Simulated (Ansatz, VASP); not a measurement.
## One calculation of Ca, two programs

```
Ca
1.0
     0.00000    2.73716    2.73716
     2.73716    0.00000    2.73716
     2.73716    2.73716    0.00000
Ca
1
Direct
  0.00000 0.00000 0.00000
```

Alike in both runs: task single point; functional r2SCAN; k mesh 8 × 8 × 8; occupations fermi-dirac, width 0.05 eV; no spin polarisation.

|  | VASP | Ansatz |
| --- | --- | --- |
| version | VASP 6.6.1 | Ansatz 0.2.0 |
| potentials or method | VASP PAW PBE potentials, release 64 (Ca_sv) | Ansatz PAW |
| plane-wave cutoff (eV) | 520 | 500 |
| valence electrons in the cell | 10 | 10 |

```csv
,VASP,Ansatz,Ansatz less VASP
gap on the k mesh at the Fermi level (eV),none,none,-
pressure (GPa),1.0,1.0,-0.06
```

VASP's potentials were made for PBE, not for r2SCAN. A gap of «none» marks a metal or a gap that the smearing closes. With one functional, cell and mesh, what is left measures potentials, basis and numerics.
